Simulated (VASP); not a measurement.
# Sb (R-3m) in VASP: notebook

The runs below take Sb through single point, with r2SCAN.

All numbers are computed with VASP 6.6.1; they aren't measurements. Logs are shortened: lines on timing, memory, paths and dates and some standing lists are left out, and cuts for length are marked.

## 1. The cell of the first run

The structure is trigonal, space group R-3m (No. 166). Conventional cell: a = 4.341 Å, b = 4.341 Å, c = 11.613 Å, α = 90.00°, β = 90.00°, γ = 120.00°. Sb (site symmetry 3m) has 6 Sb at 2.92 to 3.45 Å within 3.8 Å.

## 2. Single point, r2SCAN

POSCAR

```
Sb
1.0
    2.1706020527      1.2531976795      3.8710910875
   -2.1706020527      1.2531976795      3.8710910875
    0.0000000000     -2.5063953589      3.8710910875
Sb
2
Direct
    0.2313018333      0.2313018333      0.2313018333
    0.7686981667      0.7686981667      0.7686981667
```

INCAR.step1

```
SYSTEM = Sb
ALGO = Normal
EDIFF = 1E-4
ENCUT = 520
GGA = PE
ISMEAR = 0
LASPH = .TRUE.
LCHARG = .FALSE.
LREAL = .FALSE.
LWAVE = .TRUE.
NBANDS = 12
NELM = 60
PREC = Accurate
SIGMA = 1.0
```

INCAR.step2

```
SYSTEM = Sb
ALGO = Normal
EDIFF = 1E-7
ENCUT = 520
ISIF = 2
ISMEAR = 0
ISTART = 1
LASPH = .TRUE.
LCHARG = .FALSE.
LMIXTAU = .TRUE.
LREAL = .FALSE.
LWAVE = .FALSE.
METAGGA = R2SCAN
NBANDS = 12
NELM = 60
PREC = Accurate
SIGMA = 1.0
```

KPOINTS

```
k-points
0
G
  9 9 9
  0 0 0
```

Potentials or basis: VASP PAW PBE potentials, release 64 (Sb).

Command:

```
$ cat potpaw_PBE.64/Sb/POTCAR > POTCAR
$ cp INCAR.step1 INCAR
$ mpirun -np 1 vasp_std > vasp.out
$ cp INCAR.step2 INCAR
$ mpirun -np 1 vasp_std > vasp.out
```

OUTCAR:

```text
SYSTEM = Sb
   EDIFF = 1E-7
   ENCUT = 520
   ISIF = 2
   ISMEAR = 0
   ISTART = 1
   LASPH = .TRUE.
   LREAL = .FALSE.
   METAGGA = R2SCAN
   NELM = 60
   PREC = Accurate

 ion  position               nearest neighbor table
   1  0.231  0.231  0.231-   2 2.92   2 2.92   2 2.92   2 3.45   2 3.45   2 3.45
   2  0.769  0.769  0.769-   1 2.92   1 2.92   1 2.92   1 3.45   1 3.45   1 3.45

  LATTYP: Found a trigonal (rhomboedric) cell.
 ALAT       =     4.6116552238
 COS(alpha) =     0.5569255040

  Lattice vectors:

 A1 = (   2.1706020527,   1.2531976795,   3.8710910875)
 A2 = (  -2.1706020527,   1.2531976795,   3.8710910875)
 A3 = (   0.0000000000,  -2.5063953589,   3.8710910875)

Analysis of symmetry for initial positions (statically):
=====================================================================
 Subroutine PRICEL returns:
 Original cell was already a primitive cell.

 Routine SETGRP: Setting up the symmetry group for a
 trigonal (rhombohedral) supercell.

 Subroutine GETGRP returns: Found 12 space group operations
 (whereof 12 operations were pure point group operations)
 out of a pool of 12 trial point group operations.

The static configuration has the point symmetry D_3d.

Analysis of symmetry for dynamics (positions and initial velocities):
=====================================================================
 Subroutine PRICEL returns:
 Original cell was already a primitive cell.

 Routine SETGRP: Setting up the symmetry group for a
 trigonal (rhombohedral) supercell.

 Subroutine GETGRP returns: Found 12 space group operations
 (whereof 12 operations were pure point group operations)
 out of a pool of 12 trial point group operations.

The dynamic configuration has the point symmetry D_3d.

 Subroutine INISYM returns: Found 12 space group operations
 (whereof 12 operations are pure point group operations),
 and found     1 'primitive' translations

----------------------------------------------------------------------------------------

                                     Primitive cell

  volume of cell :      63.1807

  direct lattice vectors                    reciprocal lattice vectors
     2.170602053  1.253197679  3.871091087     0.230350837  0.132993118  0.086108367
    -2.170602053  1.253197679  3.871091087    -0.230350837  0.132993118  0.086108367
     0.000000000 -2.506395359  3.871091087     0.000000000 -0.265986236  0.086108367

  length of vectors
[... 91 lines left out ...]
   TEBEG  =    0.0;   TEEND  =   0.0 temperature during run
   PSTRESS=    0.0 pullay stress
   NELECT =      10.0000    total number of electrons
   NUPDOWN=      -1.0000    fix difference up-down
   EMIN   =  10.00;   EMAX   =-10.00  energy-range for DOS
   EFERMI =   0.00;   METHOD = LEGACY
   ISMEAR =     0;   SIGMA  =   1.00  broadening in eV -4-tet -1-fermi 0-gaus
   EFERMI_NEDOS =   21; number of points for ismear=-14 and -15
   IALGO  =     38    algorithm
   IMIX   =      4    mixing-type and parameters
     AMIX     =   0.40;   BMIX     =  1.00
     AMIX_MAG =   1.60;   BMIX_MAG =  1.00
  volume/ion in A,a.u.               =      31.59       213.18
  Fermi-wavevector in a.u.,A,eV,Ry     =   0.885551  1.673448 10.669686  0.784200
  Thomas-Fermi vector in A             =   2.006599
   LORBIT       =      0    0 simple, 1 ext, 2 COOP (PROOUT), +10 PAW based schemes
   METAGGA = R2SCAN    functional components
   LHFCALC =     F    Hartree Fock is set to
   AEXX    =    0.0000 exact exchange contribution
   IVDW    =     0    specifies the selected vdW correction
   LEPSILON=     F    determine dielectric tensor
   LRPA    =     F    only Hartree local field effects (RPA)
 non-spin polarized calculation
 Gauss-broadening in eV      SIGMA  =   1.00
  energy-cutoff  :      520.00
  volume of cell :       63.18
 maximum number of plane-waves:      1715
   NGX = 17   NGY = 17   NGZ = 17

 number of electron      10.0000000 magnetization

 Free energy of the ion-electron system (eV)
  ---------------------------------------------------
  ext. energy  EPLUGINS =         0.00000000
  ---------------------------------------------------
  free energy    TOTEN  =       -51.51738208 eV

  energy without entropy =      -51.17570504  energy(sigma->0) =      -51.34654356

 E-fermi :   6.6012     XC(G=0):  -9.7851

 val. band max:        6.5437797263   @ k =   0.3333   0.1111   0.1111
 cond. band min:       6.6102092389   @ k =   0.4444   0.3333   0.3333
 fundamental gap:      0.0664295126
 Fermi energy:         6.6011568667

 k-point     1 :       0.0000    0.0000    0.0000
  band No.  band energies     occupation
      1      -6.3576      2.00000
      2       1.6457      2.00000
      3       4.4660      1.99747
      4       4.7868      1.98971
      5       4.7868      1.98971
      6       8.6171      0.00436
      7       9.3470      0.00010
      8       9.3470      0.00010
      9      12.2911      0.00000
     10      12.2911      0.00000
     11      12.5131      0.00000
     12      13.8895      0.00000
[... 331 lines left out ...]
 k-point    24 :       0.4444    0.4444    0.0000
  band No.  band energies     occupation
      1      -4.1577      2.00000
      2      -1.5481      2.00000
      3       1.4760      2.00000
      4       2.9621      2.00000
      5       3.0157      2.00000
      6       8.4649      0.00840
      7      11.5248      0.00000
      8      12.3923      0.00000
      9      13.1084      0.00000
     10      15.5057      0.00000
     11      16.7548      0.00000
     12      17.6524      0.00000

 [... further k-points ...]

------------------------ aborting loop because EDIFF is reached ----------------------------------------

  FORCE on cell =-STRESS in cart. coord.  units (eV):
  Direction    XX          YY          ZZ          XY          YZ          ZX
  --------------------------------------------------------------------------------------
  -------------------------------------------------------------------------------------
  Total        0.1171096      0.1171096      0.1232595     -0.0000000      0.0000000      0.0000000
  in kB        2.9697425      2.9697425      3.1256938     -0.0000000      0.0000000      0.0000000
  external PRESSURE =       3.0217263 kB  Pullay stress =       0.0000000 kB

 VOLUME and BASIS-vectors are now :
 -----------------------------------------------------------------------------
  energy-cutoff  :      520.00
  volume of cell :       63.18
      direct lattice vectors                 reciprocal lattice vectors
     2.170602053  1.253197679  3.871091087     0.230350837  0.132993118  0.086108367
    -2.170602053  1.253197679  3.871091087    -0.230350837  0.132993118  0.086108367
     0.000000000 -2.506395359  3.871091087     0.000000000 -0.265986236  0.086108367

 POSITION                                       TOTAL-FORCE (eV/Angst)
 -----------------------------------------------------------------------------------
      0.00000      0.00000      2.68617         0.000000      0.000000      0.240037
      0.00000      0.00000      8.92710         0.000000     -0.000000     -0.240037
 -----------------------------------------------------------------------------------
    total drift:                                0.000000     -0.000000      0.000000

  FREE ENERGIE OF THE ION-ELECTRON SYSTEM (eV)
  ---------------------------------------------------
  free  energy   TOTEN  =       -51.5173820775 eV

  energy  without entropy=      -51.1757050406  energy(sigma->0) =      -51.34654356
```

Run time: 1.7 min. Hardware: 1 thread of Intel Xeon 6975P-C (Granite Rapids), shared host; peak memory 0.24 GiB.

What came out:

* Free energy: -51.5174 eV
* Pressure: 0.3 GPa
* Largest force: 0.240 eV/Å

Forces in eV/Å, atoms in the order of the input:
```
Sb   0.000  0.000  0.240
Sb   0.000  0.000 -0.240
```

Levels at points of the mesh, in eV from the Fermi level:
```csv
k point,band 1,band 2,band 3,band 4,band 5,band 6,band 7,band 8,band 9,band 10
"(0.00, 0.00, 0.00)",-12.96,-4.96,-2.14,-1.81,-1.81,2.02,2.75,2.75,5.69,5.69
```

Caveat: the PAW data sets were made with another functional, which shifts forces and pressure a little; spin-orbit coupling is left out, which moves the levels of the heavy elements.

## 3. Single point, r2SCAN

POSCAR is that of step 2.

INCAR.step1

```
ALGO = Normal
EDIFF = 1E-4
ENCUT = 520
GGA = PE
ISMEAR = 1
LASPH = T
LCHARG = F
LREAL = F
LWAVE = T
NBANDS = 12
NELM = 60
PREC = Accurate
SIGMA = 0.01
```

INCAR.step2

```
ALGO = Normal
EDIFF = 1E-6
ENCUT = 520
ISIF = 2
ISMEAR = 1
ISTART = 1
LASPH = T
LCHARG = F
LMIXTAU = T
LREAL = F
LWAVE = F
METAGGA = R2SCAN
NBANDS = 12
NELM = 60
PREC = Accurate
SIGMA = 0.01
```

KPOINTS

```
k-points
0
Gamma
  9 9 9
```

Potentials or basis: VASP PAW PBE potentials, release 64 (Sb).

Command:

```
$ cat potpaw_PBE.64/Sb/POTCAR > POTCAR
$ cp INCAR.step1 INCAR
$ mpirun -np 1 vasp_std > vasp.out
$ cp INCAR.step2 INCAR
$ mpirun -np 1 vasp_std > vasp.out
```

OUTCAR:

```text
EDIFF = 1E-6
   ENCUT = 520
   ISIF = 2
   ISMEAR = 1
   ISTART = 1
   LASPH = T
   LREAL = F
   METAGGA = R2SCAN
   NELM = 60
   PREC = Accurate

 ion  position               nearest neighbor table
   1  0.231  0.231  0.231-   2 2.92   2 2.92   2 2.92   2 3.45   2 3.45   2 3.45
   2  0.769  0.769  0.769-   1 2.92   1 2.92   1 2.92   1 3.45   1 3.45   1 3.45

  LATTYP: Found a trigonal (rhomboedric) cell.
 ALAT       =     4.6116552238
 COS(alpha) =     0.5569255040

  Lattice vectors:

 A1 = (   2.1706020527,   1.2531976795,   3.8710910875)
 A2 = (  -2.1706020527,   1.2531976795,   3.8710910875)
 A3 = (   0.0000000000,  -2.5063953589,   3.8710910875)

Analysis of symmetry for initial positions (statically):
=====================================================================
 Subroutine PRICEL returns:
 Original cell was already a primitive cell.

 Routine SETGRP: Setting up the symmetry group for a
 trigonal (rhombohedral) supercell.

 Subroutine GETGRP returns: Found 12 space group operations
 (whereof 12 operations were pure point group operations)
[... 176 lines left out ...]
      4       4.7955      2.00000
      5       4.7955      2.00000
      6       8.6150      0.00000
      7       9.3503      0.00000
      8       9.3503      0.00000
      9      12.2973      0.00000
     10      12.2973      0.00000
     11      12.5207      0.00000
     12      13.8829      0.00000
[... 331 lines left out ...]
 k-point    24 :       0.4444    0.4444    0.0000
  band No.  band energies     occupation
      1      -4.1499      2.00000
      2      -1.5414      2.00000
      3       1.4864      2.00000
      4       2.9739      2.00000
      5       3.0235      2.00000
      6       8.4617      0.00000
      7      11.5320      0.00000
      8      12.4022      0.00000
      9      13.1174      0.00000
     10      15.5216      0.00000
     11      16.7563      0.00000
     12      17.6523      0.00000

 [... further k-points ...]

------------------------ aborting loop because EDIFF is reached ----------------------------------------

  FORCE on cell =-STRESS in cart. coord.  units (eV):
  Direction    XX          YY          ZZ          XY          YZ          ZX
  --------------------------------------------------------------------------------------
  -------------------------------------------------------------------------------------
  Total        0.0758690      0.0758690      0.0176690      0.0000000      0.0000000      0.0000000
  in kB        1.9239358      1.9239358      0.4480628      0.0000000      0.0000000      0.0000000
  external PRESSURE =       1.4319781 kB  Pullay stress =       0.0000000 kB

 VOLUME and BASIS-vectors are now :
 -----------------------------------------------------------------------------
  energy-cutoff  :      520.00
  volume of cell :       63.18
      direct lattice vectors                 reciprocal lattice vectors
     2.170602053  1.253197679  3.871091087     0.230350837  0.132993118  0.086108367
    -2.170602053  1.253197679  3.871091087    -0.230350837  0.132993118  0.086108367
     0.000000000 -2.506395359  3.871091087     0.000000000 -0.265986236  0.086108367

 POSITION                                       TOTAL-FORCE (eV/Angst)
 -----------------------------------------------------------------------------------
      0.00000      0.00000      2.68617         0.000000      0.000000      0.048054
      0.00000      0.00000      8.92710         0.000000     -0.000000     -0.048054
 -----------------------------------------------------------------------------------
    total drift:                                0.000000     -0.000000      0.000000

  FREE ENERGIE OF THE ION-ELECTRON SYSTEM (eV)
  ---------------------------------------------------
  free  energy   TOTEN  =       -51.3983082187 eV

  energy  without entropy=      -51.3983129906  energy(sigma->0) =      -51.39830981
```

Wall time 89 s (1 thread of Intel Xeon 6975P-C (Granite Rapids), shared host); peak memory 0.24 GiB.

What came out:

```yaml
Free_energy: -51.3983 eV
Pressure: 0.1 GPa
Largest_force: 0.048 eV/Å
Band_gap_on_the_k_mesh: 0.13 eV, indirect (least direct gap 0.58 eV)
```

Forces in eV/Å, atoms in the order of the input:
```
Sb   0.000  0.000  0.048
Sb   0.000  0.000 -0.048
```

Levels at points of the mesh, in eV from the valence-band top:
```tsv
k point	band 2	band 3	band 4	band 5	band 6	band 7	band 8	band 9
(0.00, 0.00, 0.00)	-5.02	-2.19	-1.88	-1.88	1.94	2.68	2.68	5.63
```

Caveat: the PAW data sets were made with another functional, which shifts forces and pressure a little; spin-orbit coupling is left out, which moves the levels of the heavy elements.
